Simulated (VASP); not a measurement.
The system is Y.

```
CELL_PARAMETERS angstrom
3.65710 0.00000 0.00000
-1.82855 3.16715 0.00000
0.00000 0.00000 5.67407
ATOMIC_POSITIONS crystal
Y 0.33333 0.66667 0.25000
Y 0.66667 0.33333 0.75000
```

* Program: VASP 6.6.1
* Task: relaxation of cell and atoms
* Functional: PBEsol
* Potentials or basis: VASP PAW PBE potentials, release 64 (Y_sv)
* Cutoff: 600 eV
* k mesh: 15 × 15 × 8
* Occupations: gaussian, width 0.1 eV
* Spin: no spin polarisation

At the start: pressure -2.0 GPa; volume 32.86 Å³/atom.

**Question.** How do energy, volume and symmetry change on relaxing?

**Answer.** Over 3 steps the energy falls by 10.8 meV/atom and the volume is 31.21 Å³/atom (-5.0 %); space group P6_3/mmc (No. 194, to 0.1 Å) before and after.

Step by step:
| step | energy change (eV) | largest force (eV/Å) | pressure (GPa) | volume (Å³) |
| --- | --- | --- | --- | --- |
| 1 | 0.0000 | 0.0000 | -2.03 | 65.72 |
| 2 | -0.0209 | 0.0000 | 0.42 | 61.83 |
| 3 | -0.0216 | 0.0000 | 0.01 | 62.42 |

Final structure:
```
Y
1.0
     3.59538    0.00000    0.00000
    -1.79769    3.11369    0.00000
     0.00000    0.00000    5.57596
Y
2
Direct
  0.33333 0.66667 0.25000
  0.66667 0.33333 0.75000
```

Caveat: the PAW data sets were made with another functional, which shifts forces and pressure a little.
